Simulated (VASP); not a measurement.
Input of a VASP 6.6.1 run:

POSCAR

```
AgCl
1.0
    0.0000000000      2.7731838142      2.7731838142
    2.7135603622      0.0000000000      2.7731838142
    2.7135603622      2.7731838142      0.0000000000
Ag Cl
1 1
Direct
    0.0000000000      0.0000000000      0.0000000000
    0.5000000000      0.5000000000      0.5000000000
```

File INCAR.step1:

```
SYSTEM = AgCl
ALGO     = Normal         ! electronic algorithm
EDIFF    = 1E-5           ! SCF threshold, eV
ENCUT    = 520            ! plane-wave cutoff, eV
GGA      = PE             ! functional
ISIF     = 2              ! what is computed and relaxed
ISMEAR   = 0              ! smearing method
LASPH    = .True.         ! aspherical terms in the spheres
LCHARG   = .False.        ! write CHGCAR
LREAL    = .False.        ! projectors in reciprocal space
LWAVE    = .True.         ! write WAVECAR
NBANDS   = 16             ! bands
NELM     = 100            ! most SCF steps
PREC     = Accurate       ! precision mode
SIGMA    = 0.01           ! smearing width, eV
```

INCAR.step2

```
SYSTEM = AgCl
ALGO     = Normal         ! electronic algorithm
EDIFF    = 1E-7           ! SCF threshold, eV
ENCUT    = 520            ! plane-wave cutoff, eV
GGA      = PE             ! functional
HFSCREEN = 0.2079         ! screening, 1/A
ISIF     = 2              ! what is computed and relaxed
ISMEAR   = 0              ! smearing method
ISTART   = 1            
LASPH    = .True.         ! aspherical terms in the spheres
LCHARG   = .False.        ! write CHGCAR
LHFCALC  = .True.         ! exact exchange
LREAL    = .False.        ! projectors in reciprocal space
LWAVE    = .False.        ! write WAVECAR
NBANDS   = 16             ! bands
NELM     = 100            ! most SCF steps
PREC     = Accurate       ! precision mode
PRECFOCK = Normal       
SIGMA    = 0.01           ! smearing width, eV
```

File KPOINTS:

```
k-points
0
Gamma
  6 6 6
  0 0 0
```

Potentials or basis: VASP PAW PBE potentials, release 64 (Ag, Cl).

Launch:

```console
$ cat potpaw_PBE.64/Ag/POTCAR potpaw_PBE.64/Cl/POTCAR > POTCAR
$ cp INCAR.step1 INCAR
$ mpirun -np 1 vasp_std > vasp.out
$ cp INCAR.step2 INCAR
$ mpirun -np 1 vasp_std > vasp.out
```

Q: Predict the pressure.

A: 2.4 GPa.

Q: Predict the band gap on the k mesh.

A: 2.31 eV (least direct gap 4.70 eV).

Stress tensor (GPa, compression positive):
```
2.88 0.00 0.00
0.00 2.14 0.00
0.00 0.00 2.14
```

Caveat: the cell differs from its parent crystal (uniaxial x strain -2.1%); the PAW data sets were made with another functional, which shifts forces and pressure a little. A k mesh can miss the band edges.
